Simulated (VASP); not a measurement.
# Ir (P-1) in VASP: notebook

Ir is run at these levels: PBE; tasks: single point.

Everything below comes from runs of VASP 6.6.1. Logs are shortened: lines on timing, memory, paths and dates and some standing lists are left out, and cuts for length are marked.

## 1. The cell of the first run

The typed cell holds 1 atom: a = 2.756 Å, b = 2.691 Å, c = 2.707 Å, α = 59.54°, β = 59.37°, γ = 59.85°.

## 2. Single point, PBE

File INCAR:

```
SYSTEM = Ir
PREC = Accurate ; ENCUT = 520
EDIFF = 1E-7 ; ISMEAR = 0
SIGMA = 0.05 ; LREAL = .FALSE.
LASPH = .TRUE. ; NELM = 80
ALGO = Normal ; ISIF = 2
LWAVE = .FALSE. ; LCHARG = .FALSE.
GGA = PE ; NBANDS = 10
```

File KPOINTS:

```
Automatic mesh
0
G
  9 9 9
  0 0 0
```

File POSCAR:

```
Ir
1.0
   -0.0090280000      1.9583660000      1.9389210000
    1.8983890000      0.0228980000      1.9069950000
    1.8996790000      1.9277290000      0.0216080000
Ir
1
Direct
   -0.0023390000     -0.0031610000     -0.0142520000
```

Potentials or basis: VASP PAW PBE potentials, release 64 (Ir).

The run is started by

```sh
$ cat potpaw_PBE.64/Ir/POTCAR > POTCAR
$ mpirun -np 1 vasp_std > vasp.out
```

OUTCAR:

```text
SYSTEM = Ir
   PREC = Accurate
   ENCUT = 520
   EDIFF = 1E-7
   ISMEAR = 0
   LREAL = .FALSE.
   LASPH = .TRUE.
   NELM = 80
   ISIF = 2
   GGA = PE

 ion  position               nearest neighbor table
   1  0.998  0.997  0.986-

  LATTYP: Found a triclinic cell.
 ALAT       =     2.7065450867
 B/A-ratio  =     1.4066338176
 C/A-ratio  =     0.9902382339
 COS(alpha) =     0.0009431120
 COS(beta)  =     0.5009333357
 COS(gamma) =     0.7004098745

  Lattice vectors:

 A1 = (   1.8996790000,   1.9277290000,   0.0216080000)
 A2 = (   3.8070960000,  -0.0077390000,  -0.0103180000)
 A3 = (   0.0012900000,   1.9048310000,  -1.8853870000)

Analysis of symmetry for initial positions (statically):
=====================================================================
 Subroutine PRICEL returns:
 Original cell was already a primitive cell.

 Routine SETGRP: Setting up the symmetry group for a
 triclinic supercell.

 Subroutine GETGRP returns: Found  2 space group operations
 (whereof  1 operations were pure point group operations)
 out of a pool of  2 trial point group operations.

The static configuration has the point symmetry C_1 .
 The point group associated with its full space group is S_2 .

Analysis of symmetry for dynamics (positions and initial velocities):
=====================================================================
 Subroutine PRICEL returns:
 Original cell was already a primitive cell.

 Routine SETGRP: Setting up the symmetry group for a
 triclinic supercell.

 Subroutine GETGRP returns: Found  2 space group operations
 (whereof  1 operations were pure point group operations)
 out of a pool of  2 trial point group operations.

The dynamic configuration has the point symmetry C_1 .
 The point group associated with its full space group is S_2 .

 Subroutine INISYM returns: Found  2 space group operations
 (whereof  1 operations are pure point group operations),
 and found     1 'primitive' translations

----------------------------------------------------------------------------------------

                                     Primitive cell

  volume of cell :      14.0587

  direct lattice vectors                    reciprocal lattice vectors
    -0.009028000  1.958366000  1.938921000    -0.261452416  0.254764957  0.257213460
     1.898389000  0.022898000  1.906995000     0.262855327 -0.262010633  0.265862185
     1.899679000  1.927729000  0.021608000     0.262485370  0.263043452 -0.264459271

  length of vectors
     2.755847155  2.690917138  2.706545087     0.446566135  0.456536084  0.456102108

  position of ions in fractional coordinates (direct lattice)
[... 79 lines left out ...]
   EDIFFG = 0.1E-05   stopping-criterion for IOM
   NSW    =      0    number of steps for IOM
   IBRION =     -1    ionic relax: 0-MD 1-quasi-New 2-CG
   NFREE  =      0    steps in history (QN), initial steepest desc. (CG)
   ISIF   =      2    stress and relaxation
   ISYM   =      2    0-nonsym 1-usesym 2-fastsym
   POTIM  = 0.5000    time-step for ionic-motion
   TEBEG  =    0.0;   TEEND  =   0.0 temperature during run
   PSTRESS=    0.0 pullay stress
   NELECT =       9.0000    total number of electrons
   NUPDOWN=      -1.0000    fix difference up-down
   EMIN   =  10.00;   EMAX   =-10.00  energy-range for DOS
   EFERMI =   0.00;   METHOD = LEGACY
   ISMEAR =     0;   SIGMA  =   0.05  broadening in eV -4-tet -1-fermi 0-gaus
   EFERMI_NEDOS =   21; number of points for ismear=-14 and -15
   IALGO  =     38    algorithm
   IMIX   =      4    mixing-type and parameters
     AMIX     =   0.40;   BMIX     =  1.00
     AMIX_MAG =   1.60;   BMIX_MAG =  1.00
  volume/ion in A,a.u.               =      14.06        94.87
  Fermi-wavevector in a.u.,A,eV,Ry     =   1.410937  2.666284 27.085694  1.990742
  Thomas-Fermi vector in A             =   2.532839
   LORBIT       =      0    0 simple, 1 ext, 2 COOP (PROOUT), +10 PAW based schemes
   GGA     = PE    functional components
   LHFCALC =     F    Hartree Fock is set to
   AEXX    =    0.0000 exact exchange contribution
   IVDW    =     0    specifies the selected vdW correction
   LEPSILON=     F    determine dielectric tensor
   LRPA    =     F    only Hartree local field effects (RPA)
 non-spin polarized calculation
 Gauss-broadening in eV      SIGMA  =   0.05
  energy-cutoff  :      520.00
  volume of cell :       14.06
 maximum number of plane-waves:       388
   NGX = 11   NGY =  9   NGZ =  9

 number of electron       9.0000000 magnetization

 Free energy of the ion-electron system (eV)
  ---------------------------------------------------
  ext. energy  EPLUGINS =         0.00000000
  ---------------------------------------------------
  free energy    TOTEN  =        -8.84162141 eV

  energy without entropy =       -8.84070305  energy(sigma->0) =       -8.84116223

 E-fermi :  10.4431     XC(G=0): -14.0263

 val. band max:       10.4423950362   @ k =  -0.4444   0.1111   0.4444
 cond. band min:      10.4433890681   @ k =  -0.1111   0.4444   0.3333
 fundamental gap:      0.0009940319
 Fermi energy:        10.4430655046

 k-point     1 :       0.0000    0.0000    0.0000
  band No.  band energies     occupation
      1      -0.6712      2.00000
      2       6.3191      2.00000
      3       6.6538      2.00000
      4       6.7870      2.00000
      5       9.1942      2.00000
      6       9.4267      2.00000
      7      24.8340      0.00000
      8      29.8701      0.00000
      9      30.6747      0.00000
     10      30.8372      0.00000
[... 287 lines left out ...]
 k-point    24 :       0.0000    0.3333   -0.0000
  band No.  band energies     occupation
      1       2.2792      2.00000
      2       6.5544      2.00000
      3       7.0338      2.00000
      4       7.0662      2.00000
      5      10.1769      2.00000
      6      10.3292      1.99872
      7      22.0492      0.00000
      8      26.0931      0.00000
      9      32.7527      0.00000
     10      33.3895      0.00000

 [... further k-points ...]
[... 5 lines left out ...]
  --------------------------------------------------------------------------------------
  -------------------------------------------------------------------------------------
  Total        1.2618069      0.7581599      1.1505571      0.1125091     -0.7693625      0.1592011
  in kB      143.8000585     86.4026321    131.1216276     12.8219472    -87.6793204     18.1431293
  external PRESSURE =     120.4414394 kB  Pullay stress =       0.0000000 kB

 VOLUME and BASIS-vectors are now :
 -----------------------------------------------------------------------------
  energy-cutoff  :      520.00
  volume of cell :       14.06
      direct lattice vectors                 reciprocal lattice vectors
    -0.009028000  1.958366000  1.938921000    -0.261452416  0.254764957  0.257213460
     1.898389000  0.022898000  1.906995000     0.262855327 -0.262010633  0.265862185
     1.899679000  1.927729000  0.021608000     0.262485370  0.263043452 -0.264459271

 POSITION                                       TOTAL-FORCE (eV/Angst)
 -----------------------------------------------------------------------------------
      3.75599      3.87687      3.85665         0.000000      0.000000      0.000000
 -----------------------------------------------------------------------------------
    total drift:                                0.000001     -0.000001      0.000001

  FREE ENERGIE OF THE ION-ELECTRON SYSTEM (eV)
  ---------------------------------------------------
  free  energy   TOTEN  =        -8.8416214112 eV

  energy  without entropy=       -8.8407030486  energy(sigma->0) =       -8.84116223
```

OSZICAR:

```text
N       E                     dE             d eps       ncg     rms          rms(c)
DAV:   1     0.487230700633E+02    0.48723E+02   -0.43962E+03  7332   0.824E+02
DAV:   2    -0.848942846912E+01   -0.57212E+02   -0.54512E+02  7484   0.199E+02
DAV:   3    -0.938313260916E+01   -0.89370E+00   -0.89151E+00  8470   0.302E+01
DAV:   4    -0.939132576670E+01   -0.81932E-02   -0.81919E-02  8316   0.269E+00
DAV:   5    -0.939148300865E+01   -0.15724E-03   -0.15724E-03  8380   0.354E-01    0.155E+01
DAV:   6    -0.893714268989E+01    0.45434E+00   -0.76997E-01  8162   0.109E+01    0.640E+00
DAV:   7    -0.884789864442E+01    0.89244E-01   -0.26203E-01  8658   0.585E+00    0.143E+00
DAV:   8    -0.884412101143E+01    0.37776E-02   -0.22378E-03  7976   0.512E-01    0.864E-01
DAV:   9    -0.884161525924E+01    0.25058E-02   -0.16389E-03  8332   0.565E-01    0.116E-02
DAV:  10    -0.884162038001E+01   -0.51208E-05   -0.90553E-06  9978   0.261E-02    0.206E-02
DAV:  11    -0.884162146311E+01   -0.10831E-05   -0.66587E-07  8034   0.807E-03    0.712E-04
DAV:  12    -0.884162141121E+01    0.51898E-07   -0.10947E-08  4600   0.103E-03
   1 F= -.88416214E+01 E0= -.88411622E+01  d E =-.918363E-03
```

Wall time 66 s (1 thread of Intel Xeon 8259CL, shared host); peak memory 0.17 GiB.

Results:

```
Free energy : -8.8416 eV
Pressure    : 12.0 GPa
```

Stress tensor (GPa, compression positive):
```
14.38  1.28  1.81
 1.28  8.64 -8.77
 1.81 -8.77 13.11
```

Caveat: spin-orbit coupling is left out, which moves the levels of the heavy elements.

## 3. Single point, PBE

File INCAR:

```
  ALGO = Normal
  EDIFF = 1E-7
  ENCUT = 520
  GGA = PE
  ISIF = 2
  ISMEAR = 0
  LASPH = T
  LCHARG = F
  LREAL = F
  LWAVE = F
  NBANDS = 10
  NELM = 60
  PREC = Accurate
  SIGMA = 0.025
```

File KPOINTS:

```
k-points
0
Gamma
  9 9 9
```

POSCAR is that of step 2.

Potentials or basis: VASP PAW PBE potentials, release 64 (Ir).

The run is started by

```sh
$ cat potpaw_PBE.64/Ir/POTCAR > POTCAR
$ mpirun -np 1 vasp_std > vasp.out
```

Wall time 58 s (1 thread of Intel Xeon 8259CL, shared host); peak memory 0.17 GiB.

Results (log left out):

* Free energy: -8.8412 eV
* Pressure: 12.0 GPa

Stress tensor (GPa, compression positive):
```
14.34  1.28  1.81
 1.28  8.68 -8.80
 1.81 -8.80 13.10
```

Levels at points of the mesh, in eV from the Fermi level:
```tsv
k point	band 1	band 2	band 3	band 4	band 5	band 6	band 7	band 8
(0.00, 0.00, 0.00)	-11.12	-4.13	-3.80	-3.66	-1.26	-1.02	14.38	19.42
```

Caveat: spin-orbit coupling is left out, which moves the levels of the heavy elements.

## 4. Single point, PBE

File INCAR:

```
SYSTEM = Ir
ALGO = Fast ; EDIFF = 1E-6
ENCUT = 520 ; GGA = PE
ISIF = 2 ; ISMEAR = 0
LASPH = .True. ; LCHARG = .False.
LREAL = .False. ; LWAVE = .False.
NBANDS = 10 ; NELM = 60
PREC = Accurate ; SIGMA = 0.01
```

File KPOINTS:

```
k-points
0
Gamma
  9 9 9
  0 0 0
```

POSCAR is that of step 3.

The run is started by

```sh
$ cat potpaw_PBE.64/Ir/POTCAR > POTCAR
$ mpirun -np 1 vasp_std > vasp.out
```

Wall time 74 s (1 thread of Intel Xeon 8259CL, shared host); peak memory 0.17 GiB.

Results (log left out):

```
Free energy : -8.8411 eV
Pressure    : 11.9 GPa
```

Stress tensor (GPa, compression positive):
```
14.19  1.27  1.81
 1.27  8.60 -8.81
 1.81 -8.81 12.96
```

Levels at points of the mesh, in eV from the Fermi level:
```
           k point  band 1  band 2  band 3  band 4  band 5  band 6  band 7  band 8  band 9
(0.00, 0.00, 0.00)  -11.13   -4.14   -3.80   -3.67   -1.26   -1.03   14.38   19.41   20.22
```

Caveat: spin-orbit coupling is left out, which moves the levels of the heavy elements.

## 5. The runs side by side

```csv
smearing,gap on the mesh (eV),pressure (GPa)
gaussian 0.05 eV,none,12.0
gaussian 0.025 eV,none,12.0
gaussian 0.01 eV,none,11.9
```

Alike in all rows: task single point; level PBE; potentials or basis VASP PAW PBE potentials, release 64 (Ir); no spin polarisation; cell as given; k mesh 9 × 9 × 9; cutoff (eV) 520.

Every run on the cell as given and a fine mesh finds a metal.

Caveats: spin-orbit coupling is left out, which moves the levels of the heavy elements.

Total energies depend on the potentials used, so only differences within one code and one set of settings carry meaning.
